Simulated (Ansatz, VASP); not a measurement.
Cl: VASP beside Ansatz

```
CELL_PARAMETERS angstrom
2.26418 -5.08485 0.00000
2.26418 5.08485 0.00000
0.00000 0.00000 8.08155
ATOMIC_POSITIONS crystal
Cl 0.50000 0.00000 0.27660
Cl 0.00000 0.50000 0.72340
Cl 0.00000 0.50000 0.27660
Cl 0.50000 0.00000 0.72340
Cl 0.00000 0.00000 0.00000
```

Alike in both runs: functional PBE; k mesh 8 × 8 × 6; occupations gaussian, width 0.1 eV; no spin polarisation.

Ansatz relaxed the structure, and its values are those at the end. VASP's run is a single point on that final structure, the one shown.

|  | VASP | Ansatz |
| --- | --- | --- |
| version | VASP 6.6.1 | Ansatz 0.2.0 |
| potentials or method | VASP PAW PBE potentials, release 64 (Cl), cutoff 520 eV | scalar-relativistic, plane waves, PAW |
| valence electrons in the cell | 35 | 35 |

```csv
,VASP,Ansatz,Ansatz less VASP
gap on the k mesh at the Fermi level (eV),none,none,-
pressure (GPa),-0.1,0.0,+0.10
```

A gap of «none» marks a metal or a gap that the smearing closes.
